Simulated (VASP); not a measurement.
# ScF3 in VASP: further runs

ScF3 is run at these levels: PBE; tasks: single point.

Everything below comes from runs of VASP 6.6.1. Logs are shortened: lines on timing, memory, paths and dates and some standing lists are left out, and cuts for length are marked.

## (1) The cell of the first run

The cell holds a sheet with vacuum, 4 atoms: a = 3.497 Å, b = 3.497 Å, c = 27.834 Å, α = 90.00°, β = 90.00°, γ = 120.00°.

The cell was generated, and may not be a known phase.

## (2) Single point, PBE

INCAR reads:

```
  PREC = Accurate
  ENCUT = 520
  EDIFF = 1E-6
  ISMEAR = 0
  SIGMA = 0.02
  LREAL = F
  LASPH = T
  NELM = 120
  ALGO = Normal
  ISIF = 2
  LWAVE = F
  LCHARG = T
  LDIPOL = T
  IDIPOL = 3
  DIPOL = 0.5 0.5 0.305
  GGA = PE
  LELF = T
  LVHAR = T
  LVACPOTAV = T
  NBANDS = 24
  GGA_COMPAT = F
  NELMDL = -8
```

KPOINTS reads:

```
regular mesh
0
Gamma
  6 6 1
```

POSCAR reads:

```
ScF3
1.0
    3.4971618389      0.0000000000      0.0000000000
   -1.7485809195      3.0286309937      0.0000000000
    0.0000000000      0.0000000000     27.8335791200
Sc F
1 3
Direct
    0.6666666667      0.3333333333      0.3053865248
    0.0000000000      0.0000000000      0.2603466794
    0.0000000000      0.0000000000      0.3504263702
    0.3333333333      0.6666666667      0.3053865248
```

Potentials or basis: VASP PAW PBE potentials, release 64 (Sc_sv, F).

Command:

```console
$ cat potpaw_PBE.64/Sc_sv/POTCAR potpaw_PBE.64/F/POTCAR > POTCAR
$ mpirun -np 1 vasp_std > vasp.out
```

OUTCAR:

```text
PREC = Accurate
   ENCUT = 520
   EDIFF = 1E-6
   ISMEAR = 0
   LREAL = F
   LASPH = T
   NELM = 120
   ISIF = 2
   GGA = PE
   NELMDL = -8

 ion  position               nearest neighbor table
   1  0.667  0.333  0.305-   4 2.02   4 2.02   4 2.02   2 2.38   3 2.38   2 2.38   3 2.38   2 2.38
                             3 2.38
   2  0.000  0.000  0.260-   1 2.38   1 2.38   1 2.38
   3  0.000  0.000  0.350-   1 2.38   1 2.38   1 2.38
   4  0.333  0.667  0.305-   1 2.02   1 2.02   1 2.02

  LATTYP: Found a hexagonal cell.
 ALAT       =     3.4971618389
 C/A-ratio  =     7.9589050785

  Lattice vectors:

 A1 = (   3.4971618389,   0.0000000000,   0.0000000000)
 A2 = (  -1.7485809195,   3.0286309937,   0.0000000000)
 A3 = (   0.0000000000,   0.0000000000,  27.8335791200)

Analysis of symmetry for initial positions (statically):
=====================================================================
 Subroutine PRICEL returns:
 Original cell was already a primitive cell.

 Routine SETGRP: Setting up the symmetry group for a
 hexagonal supercell.

 Subroutine GETGRP returns: Found 12 space group operations
 (whereof  6 operations were pure point group operations)
 out of a pool of 24 trial point group operations.

The static configuration has the point symmetry C_3v.
 The point group associated with its full space group is D_3h.

Analysis of symmetry for dynamics (positions and initial velocities):
=====================================================================
 Subroutine PRICEL returns:
 Original cell was already a primitive cell.

 Routine SETGRP: Setting up the symmetry group for a
 hexagonal supercell.

 Subroutine GETGRP returns: Found 12 space group operations
 (whereof  6 operations were pure point group operations)
 out of a pool of 24 trial point group operations.

The dynamic configuration has the point symmetry C_3v.
 The point group associated with its full space group is D_3h.

 Subroutine INISYM returns: Found 12 space group operations
 (whereof  6 operations are pure point group operations),
 and found     1 'primitive' translations

----------------------------------------------------------------------------------------

                                     Primitive cell

  volume of cell :     294.8025

  direct lattice vectors                    reciprocal lattice vectors
     3.497161839  0.000000000  0.000000000     0.285946160  0.165091093  0.000000000
    -1.748580919  3.028630994  0.000000000     0.000000000  0.330182185  0.000000000
     0.000000000  0.000000000 27.833579120     0.000000000  0.000000000  0.035927826

  length of vectors
     3.497161839  3.497161839 27.833579120     0.330182185  0.330182185  0.035927826

  position of ions in fractional coordinates (direct lattice)
     0.666666667  0.333333333  0.305386525
     0.000000000  0.000000000  0.260346679
     0.000000000  0.000000000  0.350426370
     0.333333333  0.666666667  0.305386525

  ion indices of the primitive-cell ions
   primitive index   ion index
                 1           1
                 2           2
                 3           3
                 4           4

----------------------------------------------------------------------------------------

 KPOINTS: regular mesh

Automatic generation of k-mesh.
 Grid dimensions read from file:
 generate k-points for:    6    6    1

 Generating k-lattice:

  Cartesian coordinates                     Fractional coordinates (reciprocal lattice)
     0.047657693  0.027515182  0.000000000     0.166666667 -0.000000000  0.000000000
     0.000000000  0.055030364  0.000000000     0.000000000  0.166666667  0.000000000
     0.000000000  0.000000000  0.035927826     0.000000000  0.000000000  1.000000000

  Length of vectors
     0.055030364  0.055030364  0.035927826

  Shift w.r.t. Gamma in fractional coordinates (k-lattice)
     0.000000000  0.000000000  0.000000000

 Subroutine IBZKPT returns following result:
 ===========================================

 Found      7 irreducible k-points:

 Following reciprocal coordinates:
            Coordinates               Weight
  0.000000  0.000000  0.000000      1.000000
  0.166667 -0.000000  0.000000      6.000000
  0.333333  0.000000  0.000000      6.000000
  0.500000 -0.000000  0.000000      3.000000
  0.166667  0.166667  0.000000      6.000000
  0.333333  0.166667  0.000000     12.000000
  0.333333  0.333333  0.000000      2.000000
   k-points           NKPTS =      7   k-points in BZ     NKDIM =      7   number of bands    NBANDS=     24
   number of dos      NEDOS =    301   number of ions     NIONS =      4
   total plane-waves  NPLWV = 164640
   dimension x,y,z NGX =    28 NGY =   28 NGZ =  210
   dimension x,y,z NGXF=    56 NGYF=   56 NGZF=  420
   ions per type =               1   3
   NGX,Y,Z   is equivalent  to a cutoff of  13.31, 13.31, 12.54 a.u.
   NGXF,Y,Z  is equivalent  to a cutoff of  26.62, 26.62, 25.09 a.u.
 SYSTEM =  unknown system
   PREC   = accura    normal or accurate (medium, high low for compatibility)
   ISTART =      0    job   : 0-new  1-cont  2-samecut
   ICHARG =      2    charge: 1-file 2-atom 10-const
   ISPIN  =      1    spin polarized calculation?
   LNONCOLLINEAR =      F non collinear calculations
   LSORBIT =      F    spin-orbit coupling
   LASPH  =      T    aspherical Exc in radial PAW
   ENCUT  =  520.0 eV  38.22 Ry    6.18 a.u.   6.50  6.50 51.75*2*pi/ulx,y,z
   NELM   =    120;   NELMIN=  2; NELMDL= -8     # of ELM steps
   EDIFF  = 0.1E-05   stopping-criterion for ELM
   LREAL  =      F    real-space projection
   EDIFFG = 0.1E-04   stopping-criterion for IOM
   NSW    =      0    number of steps for IOM
   IBRION =     -1    ionic relax: 0-MD 1-quasi-New 2-CG
   NFREE  =      0    steps in history (QN), initial steepest desc. (CG)
   ISIF   =      2    stress and relaxation
   ISYM   =      2    0-nonsym 1-usesym 2-fastsym
   POTIM  = 0.5000    time-step for ionic-motion
   TEBEG  =    0.0;   TEEND  =   0.0 temperature during run
   PSTRESS=    0.0 pullay stress
   NELECT =      32.0000    total number of electrons
   NUPDOWN=      -1.0000    fix difference up-down
   EMIN   =  10.00;   EMAX   =-10.00  energy-range for DOS
   EFERMI =   0.00;   METHOD = LEGACY
   ISMEAR =     0;   SIGMA  =   0.02  broadening in eV -4-tet -1-fermi 0-gaus
   EFERMI_NEDOS =   21; number of points for ismear=-14 and -15
   IALGO  =     38    algorithm
   IMIX   =      4    mixing-type and parameters
     AMIX     =   0.40;   BMIX     =  1.00
     AMIX_MAG =   1.60;   BMIX_MAG =  1.00
  volume/ion in A,a.u.               =      73.70       497.36
  Fermi-wavevector in a.u.,A,eV,Ry     =   0.780934  1.475752  8.297625  0.609858
  Thomas-Fermi vector in A             =   1.884348
   LORBIT       =      0    0 simple, 1 ext, 2 COOP (PROOUT), +10 PAW based schemes
   GGA     = PE    functional components
   LHFCALC =     F    Hartree Fock is set to
   AEXX    =    0.0000 exact exchange contribution
   IVDW    =     0    specifies the selected vdW correction
   LEPSILON=     F    determine dielectric tensor
   LRPA    =     F    only Hartree local field effects (RPA)
 non-spin polarized calculation
 Gauss-broadening in eV      SIGMA  =   0.02
  energy-cutoff  :      520.00
  volume of cell :      294.80
 maximum number of plane-waves:      7999
 NGX is ok and might be reduce to    28
   NGX = 13   NGY = 13   NGZ =103

 dipolmoment           0.000000      0.000000     -0.000003 electrons x Angstroem

 number of electron      32.0000011 magnetization

 dipolmoment           0.000000      0.000000      0.000001 electrons x Angstroem

 Free energy of the ion-electron system (eV)
  ---------------------------------------------------
  ext. energy  EPLUGINS =         0.00000000
  ---------------------------------------------------
  free energy    TOTEN  =       -25.61065089 eV

  energy without entropy =      -25.61065089  energy(sigma->0) =      -25.61065089

 E-fermi :  -7.6259     XC(G=0):  -1.9772

 val. band max:       -7.8374275995   @ k =   0.1667   0.1667   0.0000
 cond. band min:      -3.0728866422   @ k =   0.0000   0.0000   0.0000
 fundamental gap:      4.7645409572
 Fermi energy:        -7.6259320378

 k-point     1 :       0.0000    0.0000    0.0000
  band No.  band energies     occupation
      1     -55.7786      2.00000
      2     -34.3964      2.00000
      3     -34.2347      2.00000
      4     -34.2347      2.00000
      5     -30.3412      2.00000
      6     -27.3053      2.00000
[... 16 lines left out ...]
     23       0.6210      0.00000
     24       1.4520      0.00000

 k-point     2 :       0.1667   -0.0000    0.0000
  band No.  band energies     occupation
      1     -55.7714      2.00000
      2     -34.4405      2.00000
      3     -34.3809      2.00000
      4     -34.2504      2.00000
      5     -30.0620      2.00000
      6     -27.3598      2.00000
[... 16 lines left out ...]
     23       1.0726      0.00000
     24       1.9125      0.00000

 k-point     3 :       0.3333    0.0000    0.0000
  band No.  band energies     occupation
      1     -55.7569      2.00000
      2     -34.7881      2.00000
      3     -34.3498      2.00000
      4     -34.2815      2.00000
      5     -29.5941      2.00000
      6     -27.4271      2.00000
[... 16 lines left out ...]
     23       2.3780      0.00000
     24       3.2855      0.00000

 k-point     4 :       0.5000   -0.0000    0.0000
  band No.  band energies     occupation
      1     -55.7496      2.00000
      2     -34.9396      2.00000
      3     -34.3341      2.00000
      4     -34.2970      2.00000
      5     -29.4036      2.00000
      6     -27.4318      2.00000
[... 16 lines left out ...]
     23       4.3329      0.00000
     24       4.4411      0.00000

 k-point     5 :       0.1667    0.1667    0.0000
  band No.  band energies     occupation
      1     -55.7605      2.00000
      2     -34.6861      2.00000
      3     -34.3576      2.00000
      4     -34.2987      2.00000
      5     -29.6969      2.00000
      6     -27.4146      2.00000
[... 16 lines left out ...]
     23       1.9547      0.00000
     24       2.8294      0.00000

 k-point     6 :       0.3333    0.1667    0.0000
  band No.  band energies     occupation
      1     -55.7496      2.00000
      2     -34.8871      2.00000
      3     -34.3617      2.00000
      4     -34.3342      2.00000
      5     -29.3926      2.00000
      6     -27.4225      2.00000
[... 16 lines left out ...]
     23       3.6095      0.00000
     24       4.6496      0.00000

 k-point     7 :       0.3333    0.3333    0.0000
  band No.  band energies     occupation
      1     -55.7460      2.00000
      2     -34.8955      2.00000
      3     -34.4465      2.00000
      4     -34.3264      2.00000
      5     -29.2975      2.00000
      6     -27.4028      2.00000
[... 16 lines left out ...]
     23       5.0906      0.00000
     24       5.4130      0.00000

------------------------ aborting loop because EDIFF is reached ----------------------------------------

  FORCE on cell =-STRESS in cart. coord.  units (eV):
  Direction    XX          YY          ZZ          XY          YZ          ZX
  --------------------------------------------------------------------------------------
  -------------------------------------------------------------------------------------
  Total        0.2499580      0.2499580     -0.0716012     -0.0000000      0.0000000     -0.0000000
  in kB        1.3584589      1.3584589     -0.3891346     -0.0000000      0.0000000     -0.0000000
  external PRESSURE =       0.7759277 kB  Pullay stress =       0.0000000 kB

 VOLUME and BASIS-vectors are now :
 -----------------------------------------------------------------------------
  energy-cutoff  :      520.00
  volume of cell :      294.80
      direct lattice vectors                 reciprocal lattice vectors
     3.497161839  0.000000000  0.000000000     0.285946160  0.165091093  0.000000000
    -1.748580919  3.028630994  0.000000000     0.000000000  0.330182185  0.000000000
     0.000000000  0.000000000 27.833579120     0.000000000  0.000000000  0.035927826

 POSITION                                       TOTAL-FORCE (eV/Angst)
 -----------------------------------------------------------------------------------
      1.74858      1.00954      8.50000        -0.000000     -0.000000     -0.000000
      0.00000      0.00000      7.24638        -0.000000      0.000000     -0.025311
      0.00000      0.00000      9.75362        -0.000000      0.000000      0.025311
     -0.00000      2.01909      8.50000         0.000000     -0.000000     -0.000000
 -----------------------------------------------------------------------------------
    total drift:                                0.000001     -0.000001      0.000046

  FREE ENERGIE OF THE ION-ELECTRON SYSTEM (eV)
  ---------------------------------------------------
  free  energy   TOTEN  =       -25.6106508947 eV

  energy  without entropy=      -25.6106508947  energy(sigma->0) =      -25.61065089

 vacuum level on the upper side and lower side of the slab         1.439         1.439
```

It took 2.8 min on 1 thread of Intel Xeon 8259CL, shared host; peak memory 0.41 GiB.

Results:

```
Free energy            : -25.6107 eV
Largest force          : 0.025 eV/Å
Band gap on the k mesh : 4.76 eV (least direct gap 4.82 eV)
```

Forces in eV/Å, atoms in the order of the input:
```
Sc   0.000  0.000  0.000
F    0.000  0.000 -0.025
F    0.000  0.000  0.025
F    0.000  0.000  0.000
```

## (3) Single point, PBE

INCAR reads:

```
SYSTEM = ScF3
  PREC = Accurate
  ENCUT = 520
  EDIFF = 1E-6
  ISMEAR = 0
  SIGMA = 0.02
  LREAL = .False.
  LASPH = .True.
  NELM = 120
  ALGO = Normal
  ISIF = 2
  LWAVE = .False.
  LCHARG = .True.
  LDIPOL = .True.
  IDIPOL = 3
  DIPOL = 0.5 0.5 0.305
  GGA = PE
  LELF = .True.
  LVHAR = .True.
  LVACPOTAV = .True.
  NBANDS = 24
  GGA_COMPAT = .False.
  NELMDL = -8
```

KPOINTS reads:

```
Automatic mesh
0
Gamma
  6 6 1
  0 0 0
```

POSCAR is that of step 2.

Potentials or basis: VASP PAW PBE potentials, release 64 (Sc_sv, F).

Command:

```console
$ cat potpaw_PBE.64/Sc_sv/POTCAR potpaw_PBE.64/F/POTCAR > POTCAR
$ mpirun -np 1 vasp_std > vasp.out
```

Run time: 2.7 min. Hardware: 1 thread of Intel Xeon 8259CL, shared host; peak memory 0.41 GiB.

It converged, with:

- Free energy: -25.6107 eV
- Largest force: 0.025 eV/Å
- Band gap on the k mesh: 4.76 eV (least direct gap 4.82 eV)

Forces in eV/Å, atoms in the order of the input:
```
Sc   0.000  0.000  0.000
F    0.000  0.000 -0.025
F    0.000  0.000  0.025
F    0.000  0.000  0.000
```

Levels at points of the mesh, in eV from the valence-band top:
| k point | band 12 | band 13 | band 14 | band 15 | band 16 | band 17 | band 18 | band 19 | band 20 | band 21 |
| --- | --- | --- | --- | --- | --- | --- | --- | --- | --- | --- |
| (0.00, 0.00, 0.00) | -0.97 | -0.97 | -0.60 | -0.60 | -0.08 | 4.76 | 5.22 | 5.22 | 7.30 | 7.30 |
| (0.50, 0.00, 0.00) | -1.33 | -1.04 | -0.88 | -0.52 | -0.11 | 5.24 | 5.63 | 5.66 | 5.73 | 6.26 |
